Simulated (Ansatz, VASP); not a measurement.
# One calculation of C, two programs

```
CELL_PARAMETERS angstrom
0.00000 1.78009 1.78009
1.78009 0.00000 1.78009
1.78009 1.78009 0.00000
ATOMIC_POSITIONS crystal
C 0.00000 0.00000 0.00000
C 0.25000 0.25000 0.25000
```

Alike in both runs: task single point; functional r2SCAN; k mesh 12 × 12 × 12; occupations gaussian, width 0.02 eV; no spin polarisation.

```csv
,VASP,Ansatz
version,VASP 6.6.1,Ansatz 0.2.0
potentials or method,"VASP PAW PBE potentials, release 64 (C_h), cutoff 1430 eV","scalar-relativistic, plane waves, PAW"
valence electrons in the cell,8,8
```

|  | VASP | Ansatz | Ansatz less VASP |
| --- | --- | --- | --- |
| gap on the k mesh at the Fermi level (eV) | 4.39 | 4.39 | -0.002 |
| least direct gap on the mesh (eV) | 5.89 | 5.90 | +0.001 |
| pressure (GPa) | -0.6 | 0.0 | +0.64 |

VASP's potentials were made for PBE, not for r2SCAN.
